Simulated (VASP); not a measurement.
## MgS: single point with PBE

The system is MgS.

```
CELL_PARAMETERS angstrom
6.98516 0.00000 0.00000
0.00000 6.98516 0.00000
0.00000 0.00000 6.98516
ATOMIC_POSITIONS crystal
Mg 0.50000 0.00000 0.75000
Mg 0.75000 0.50000 0.00000
Mg 0.00000 0.75000 0.50000
Mg 0.50000 0.00000 0.25000
Mg 0.25000 0.50000 0.00000
Mg 0.00000 0.25000 0.50000
S 0.00000 0.50000 0.75000
S 0.75000 0.00000 0.50000
S 0.50000 0.75000 0.00000
S 0.00000 0.50000 0.25000
S 0.25000 0.00000 0.50000
S 0.50000 0.25000 0.00000
```

| Property | Result |
| --- | --- |
| Program | VASP 6.6.1 |
| Task | single point |
| Functional | PBE |
| Potentials or basis | VASP PAW PBE potentials, release 64 (Mg, S) |
| Cutoff | 520 eV |
| k mesh | 4 × 4 × 4 |
| Occupations | gaussian, width 0.02 eV |
| Spin | no spin polarisation |
| Dipole correction | no |
| k mesh for the DOS | 6 × 6 × 6 |
| Occupations for the DOS | tetrahedron |
| Further INCAR settings | ALGO = Normal; EDIFF = 1e-06 |

* Valence electrons inside the program's atomic spheres: Mg 0.33; S 3.81

Levels at points of the mesh, in eV from the valence-band top:
```
           k point  band 21  band 22  band 23  band 24  band 25  band 26  band 27  band 28
(0.00, 0.00, 0.00)    -0.78     0.00     0.00     0.00     3.04     4.75     4.75     4.75
(0.50, 0.00, 0.00)    -0.63    -0.63    -0.02    -0.02     4.33     4.33     4.67     4.67
(0.50, 0.50, 0.00)    -0.66    -0.66    -0.54    -0.03     4.43     5.02     5.02     5.33
(0.50, 0.50, 0.50)    -0.88    -0.88    -0.88    -0.88     5.74     5.74     5.74     5.74
```

Run time: 6.8 min on 1 thread of Intel(R) Xeon(R) Platinum 8375C CPU @ 2.90GHz (Ice Lake), with other jobs on the host, peak memory 0.45 GiB.
